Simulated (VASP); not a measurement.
# InP (F-43m) in VASP: elastic constants with PBEsol

Aim: the elastic constants of InP with PBEsol.

Everything below comes from runs of VASP 6.6.1. Logs are shortened: lines on timing, memory, paths and dates and some standing lists are left out, and cuts for length are marked.

### Step 1. The cell of the first run

The structure is cubic, space group F-43m (No. 216). The conventional cell has a = 5.879 Å, b = 5.879 Å, c = 5.879 Å, α = 90.00°, β = 90.00°, γ = 90.00°. In (site symmetry -43m) has 4 P at 2.55 Å within 3.4 Å. Within 3.4 Å of P (site symmetry -43m) lie 4 In at 2.55 Å.

### Step 2. Elastic constants, PBEsol

Input file INCAR:

```
SYSTEM = InP
PREC = Accurate ; ENCUT = 600
EDIFF = 1E-8 ; ISMEAR = 0
SIGMA = 0.01 ; LREAL = .FALSE.
LASPH = .TRUE. ; NELM = 60
ALGO = Normal ; ISIF = 3
LWAVE = .FALSE. ; LCHARG = .FALSE.
GGA = PS ; IBRION = 6
NFREE = 2 ; POTIM = 0.015
NSW = 1
```

Input file KPOINTS:

```
regular mesh
0
G
  10 10 10
  0 0 0
```

Input file POSCAR:

```
InP
1.0
    0.0000000000      2.9395031553      2.9395031553
    2.9395031553      0.0000000000      2.9395031553
    2.9395031553      2.9395031553      0.0000000000
In P
1 1
Direct
    0.0000000000      0.0000000000      0.0000000000
    0.7500000000      0.7500000000      0.7500000000
```

Potentials or basis: VASP PAW PBE potentials, release 64 (In_d, P).

Command:

```bash
$ cat potpaw_PBE.64/In_d/POTCAR potpaw_PBE.64/P/POTCAR > POTCAR
$ mpirun -np 1 vasp_std > vasp.out
```

OUTCAR:

```text
SYSTEM = InP
   PREC = Accurate
   ENCUT = 600
   EDIFF = 1E-8
   ISMEAR = 0
   LREAL = .FALSE.
   LASPH = .TRUE.
   NELM = 60
   ISIF = 3
   GGA = PS
   IBRION = 6
   NFREE = 2
   POTIM = 0.015
   NSW = 1

 ion  position               nearest neighbor table
   1  0.000  0.000  0.000-   2 2.55   2 2.55   2 2.55   2 2.55
   2  0.750  0.750  0.750-   1 2.55   1 2.55   1 2.55   1 2.55

  LATTYP: Found a face centered cubic cell.
 ALAT       =     5.8790063106

  Lattice vectors:

 A1 = (   0.0000000000,   2.9395031553,   2.9395031553)
 A2 = (   2.9395031553,   0.0000000000,   2.9395031553)
 A3 = (   2.9395031553,   2.9395031553,   0.0000000000)

Analysis of symmetry for initial positions (statically):
=====================================================================
 Subroutine PRICEL returns:
 Original cell was already a primitive cell.

 Routine SETGRP: Setting up the symmetry group for a
 face centered cubic supercell.

 Subroutine GETGRP returns: Found 24 space group operations
 (whereof 24 operations were pure point group operations)
 out of a pool of 48 trial point group operations.

The static configuration has the point symmetry T_d .

Analysis of symmetry for dynamics (positions and initial velocities):
=====================================================================
 Subroutine PRICEL returns:
 Original cell was already a primitive cell.

 Routine SETGRP: Setting up the symmetry group for a
 face centered cubic supercell.

 Subroutine GETGRP returns: Found 24 space group operations
 (whereof 24 operations were pure point group operations)
 out of a pool of 48 trial point group operations.

The dynamic configuration has the point symmetry T_d .

 Subroutine INISYM returns: Found 24 space group operations
 (whereof 24 operations are pure point group operations),
 and found     1 'primitive' translations

----------------------------------------------------------------------------------------

                                     Primitive cell

  volume of cell :      50.7986

  direct lattice vectors                    reciprocal lattice vectors
     0.000000000  2.939503155  2.939503155    -0.170096773  0.170096773  0.170096773
     2.939503155  0.000000000  2.939503155     0.170096773 -0.170096773  0.170096773
     2.939503155  2.939503155  0.000000000     0.170096773  0.170096773 -0.170096773

  length of vectors
     4.157085229  4.157085229  4.157085229     0.294616252  0.294616252  0.294616252

  position of ions in fractional coordinates (direct lattice)
     0.000000000  0.000000000  0.000000000
     0.750000000  0.750000000  0.750000000

  ion indices of the primitive-cell ions
   primitive index   ion index
                 1           1
                 2           2

----------------------------------------------------------------------------------------

 KPOINTS: regular mesh

Automatic generation of k-mesh.
 Grid dimensions read from file:
 generate k-points for:   10   10   10

 Generating k-lattice:

  Cartesian coordinates                     Fractional coordinates (reciprocal lattice)
    -0.017009677  0.017009677  0.017009677     0.100000000  0.000000000  0.000000000
     0.017009677 -0.017009677  0.017009677     0.000000000  0.100000000  0.000000000
     0.017009677  0.017009677 -0.017009677     0.000000000  0.000000000  0.100000000

  Length of vectors
     0.029461625  0.029461625  0.029461625

  Shift w.r.t. Gamma in fractional coordinates (k-lattice)
     0.000000000  0.000000000  0.000000000

 Subroutine IBZKPT returns following result:
 ===========================================

 Found     47 irreducible k-points:

 Following reciprocal coordinates:
            Coordinates               Weight
  0.000000  0.000000  0.000000      1.000000
  0.100000  0.000000  0.000000      8.000000
  0.200000  0.000000  0.000000      8.000000
  0.300000  0.000000  0.000000      8.000000
[... 59 lines left out ...]
     AMIX_MAG =   1.60;   BMIX_MAG =  1.00
  volume/ion in A,a.u.               =      25.40       171.40
  Fermi-wavevector in a.u.,A,eV,Ry     =   1.158462  2.189175 18.259479  1.342034
  Thomas-Fermi vector in A             =   2.295064
   LORBIT       =      0    0 simple, 1 ext, 2 COOP (PROOUT), +10 PAW based schemes
   GGA     = PS    functional components
   LHFCALC =     F    Hartree Fock is set to
   AEXX    =    0.0000 exact exchange contribution
   IVDW    =     0    specifies the selected vdW correction
   LEPSILON=     F    determine dielectric tensor
   LRPA    =     F    only Hartree local field effects (RPA)
 finite differences with symmetry
 non-spin polarized calculation
 Gauss-broadening in eV      SIGMA  =   0.01
  energy-cutoff  :      600.00
  volume of cell :       50.80
 maximum number of plane-waves:      1719
 NGX is ok and might be reduce to    36
   NGX = 17   NGY = 17   NGZ = 17

--------------------------------------- Ionic step        1  -------------------------------------------

 number of electron      17.9999998 magnetization

 Free energy of the ion-electron system (eV)
  ---------------------------------------------------
  ext. energy  EPLUGINS =         0.00000000
  ---------------------------------------------------
  free energy    TOTEN  =        -9.15707311 eV

  energy without entropy =       -9.15707311  energy(sigma->0) =       -9.15707311

------------------------ aborting loop because EDIFF is reached ----------------------------------------

  FORCE on cell =-STRESS in cart. coord.  units (eV):
  Direction    XX          YY          ZZ          XY          YZ          ZX
  --------------------------------------------------------------------------------------
  -------------------------------------------------------------------------------------
  Total        0.0003309      0.0003309      0.0003309      0.0000000      0.0000000      0.0000000
  in kB        0.0104350      0.0104350      0.0104350      0.0000000      0.0000000      0.0000000
  external PRESSURE =       0.0104350 kB  Pullay stress =       0.0000000 kB
[... 89 lines left out ...]
  FREE ENERGIE OF THE ION-ELECTRON SYSTEM (eV)
  ---------------------------------------------------
  free  energy   TOTEN  =        -9.1536688422 eV

  energy  without entropy=       -9.1536688422  energy(sigma->0) =       -9.15366884

[... ionic steps 4 to 14 ...]

--------------------------------------- Ionic step       15  -------------------------------------------

 number of electron      17.9999999 magnetization

------------------------ aborting loop because EDIFF is reached ----------------------------------------
[... 67 lines left out ...]
--------------------------------------- Ionic step       17  -------------------------------------------

 number of electron      17.9999998 magnetization

 Free energy of the ion-electron system (eV)
  ---------------------------------------------------
  ext. energy  EPLUGINS =         0.00000000
  ---------------------------------------------------
  free energy    TOTEN  =        -9.15619493 eV

  energy without entropy =       -9.15619493  energy(sigma->0) =       -9.15619493

 E-fermi :   5.1020     XC(G=0):  -9.4388

 val. band max:        5.0180249148   @ k =   0.0000   0.0000   0.0000
 cond. band min:       5.5564036240   @ k =   0.0000   0.0000   0.0000
 fundamental gap:      0.5383787092
 Fermi energy:         5.1020477132

 k-point     1 :       0.0000    0.0000    0.0000
  band No.  band energies     occupation
      1      -9.1429      2.00000
      2      -9.1397      2.00000
      3      -9.1358      2.00000
      4      -8.9893      2.00000
      5      -8.9893      2.00000
      6      -6.4941      2.00000
      7       4.9621      2.00000
      8       4.9909      2.00000
      9       5.0180      2.00000
     10       5.5564      0.00000
     11       8.9911      0.00000
     12       9.0073      0.00000
     13       9.0251      0.00000
[... 354 lines left out ...]
  band No.  band energies     occupation
      1      -9.2860      2.00000
      2      -9.0648      2.00000
      3      -9.0610      2.00000
      4      -9.0242      2.00000
      5      -8.9630      2.00000
      6      -4.8313      2.00000
      7       0.2418      2.00000
      8       2.7832      2.00000
      9       3.0690      2.00000
     10       7.1396      0.00000
     11       7.9349      0.00000
     12      11.7224      0.00000
     13      12.3983      0.00000

 [... further k-points ...]

------------------------ aborting loop because EDIFF is reached ----------------------------------------

  FORCE on cell =-STRESS in cart. coord.  units (eV):
  Direction    XX          YY          ZZ          XY          YZ          ZX
  --------------------------------------------------------------------------------------
  -------------------------------------------------------------------------------------
  Total        0.0002671      0.0027435      0.0027435      0.0000000     -0.1173270      0.0000000
  in kB        0.0084239      0.0865307      0.0865307      0.0000000     -3.7004684      0.0000000
  external PRESSURE =       0.0604951 kB  Pullay stress =       0.0000000 kB
[... 17 lines left out ...]
  FREE ENERGIE OF THE ION-ELECTRON SYSTEM (eV)
  ---------------------------------------------------
  free  energy   TOTEN  =        -9.1561949251 eV

  energy  without entropy=       -9.1561949251  energy(sigma->0) =       -9.15619493

 INTERNAL STRAIN TENSORS FROM STRAINED CELLS
 ============================================

 INTERNAL STRAIN TENSOR FOR ION    1 for displacements in x,y,z  (eV/Angst):
          X           Y           Z          XY          YZ          ZX
  --------------------------------------------------------------------------------
  x    -0.00000     0.00000     0.00000     0.00000    -7.83673    -0.00000
  y    -0.00000    -0.00000     0.00000    -0.00000    -0.00000    -7.83784
  z    -0.00000    -0.00000    -0.00000    -7.83743    -0.00000     0.00000

 INTERNAL STRAIN TENSORS FROM DISPLACED ATOMS
 ============================================

 INTERNAL STRAIN TENSOR FOR ION    1 for displacements in x,y,z  (eV/Angst):
          X           Y           Z          XY          YZ          ZX
  --------------------------------------------------------------------------------
  x    -0.00000    -0.00000    -0.00000     0.00000    -7.83010     0.00000
  y     0.00000     0.00000     0.00000     0.00000     0.00000    -7.83010
  z    -0.00000    -0.00000    -0.00000    -7.83010     0.00000     0.00000

 INTERNAL STRAIN TENSOR FOR ION    2 for displacements in x,y,z  (eV/Angst):
          X           Y           Z          XY          YZ          ZX
  --------------------------------------------------------------------------------
  x    -0.00000     0.00000     0.00000     0.00000     7.82512     0.00000
  y    -0.00000    -0.00000    -0.00000     0.00000     0.00000     7.82512
  z     0.00000     0.00000    -0.00000     7.82512     0.00000     0.00000

 Eigenvectors and eigenvalues of the dynamical matrix
 ----------------------------------------------------

   1 f  =    8.843486 THz    55.565261 2PiTHz  294.986938 cm-1    36.573703 meV
             X         Y         Z           dx          dy          dz
      0.000000  0.000000  0.000000     0.000000    0.460829    0.000000
      4.409255  4.409255  4.409255     0.000000   -0.887489    0.000000
[... 21 lines left out ...]
   6 f/i=    0.000944 THz     0.005933 2PiTHz    0.031498 cm-1     0.003905 meV
             X         Y         Z           dx          dy          dz
      0.000000  0.000000  0.000000     0.000000    0.000000    0.887489
      4.409255  4.409255  4.409255     0.000000    0.000000    0.460829

--------------------------------------------------------------------------------------------------------

 ELASTIC MODULI CONTR FROM IONIC RELAXATION (kBar)
 Direction    XX          YY          ZZ          XY          YZ          ZX
 --------------------------------------------------------------------------------
 XX          -0.0000     -0.0000     -0.0000     -0.0000     -0.0000      0.0000
 YY          -0.0000     -0.0000     -0.0000     -0.0000     -0.0000      0.0000
 ZZ          -0.0000     -0.0000     -0.0000     -0.0000     -0.0000      0.0000
 XY          -0.0000     -0.0000     -0.0000   -247.6060      0.0000      0.0000
 YZ          -0.0000     -0.0000     -0.0000      0.0000   -247.6060      0.0000
 ZX           0.0000      0.0000      0.0000      0.0000      0.0000   -247.6060
 --------------------------------------------------------------------------------

 TOTAL ELASTIC MODULI (kBar)
 Direction    XX          YY          ZZ          XY          YZ          ZX
 --------------------------------------------------------------------------------
 XX         947.6310    527.1166    527.1166     -0.0000     -0.0000      0.0000
 YY         527.1166    947.6310    527.1166     -0.0000     -0.0000      0.0000
 ZZ         527.1166    527.1166    947.6310      0.0000     -0.0000      0.0000
 XY          -0.0000     -0.0000      0.0000    433.9407      0.0000      0.0000
 YZ          -0.0000     -0.0000     -0.0000      0.0000    433.9407      0.0000
 ZX           0.0000      0.0000      0.0000      0.0000      0.0000    433.9407
 --------------------------------------------------------------------------------
```

Wall time 49 min (1 thread of Intel Xeon 8259CL, shared host); peak memory 0.52 GiB.

Results:

- Elastic constants C11, C12, C44: 95, 53, 43 GPa
- Voigt bulk modulus: 67 GPa
- Highest phonon frequency at Γ, LO-TO splitting left out: 295 cm⁻¹

Phonon frequencies in cm⁻¹ (negative: imaginary):
```tsv
q point	frequencies
(0.000, 0.000, 0.000)	0 0 0 295 295 295
```

Elastic tensor in Voigt notation (GPa, in the Cartesian axes of the cell as first typed):
```
95 53 53  0  0  0
53 95 53  0  0  0
53 53 95  0  0  0
 0  0  0 43  0  0
 0  0  0  0 43  0
 0  0  0  0  0 43
```

Clamped-ion elastic tensor (GPa):
```
95 53 53  0  0  0
53 95 53  0  0  0
53 53 95  0  0  0
 0  0  0 68  0  0
 0  0  0  0 68  0
 0  0  0  0  0 68
```

Caveat: the PAW data sets were made with another functional, which shifts forces and pressure a little; spin-orbit coupling is left out, which moves the levels of the heavy elements.
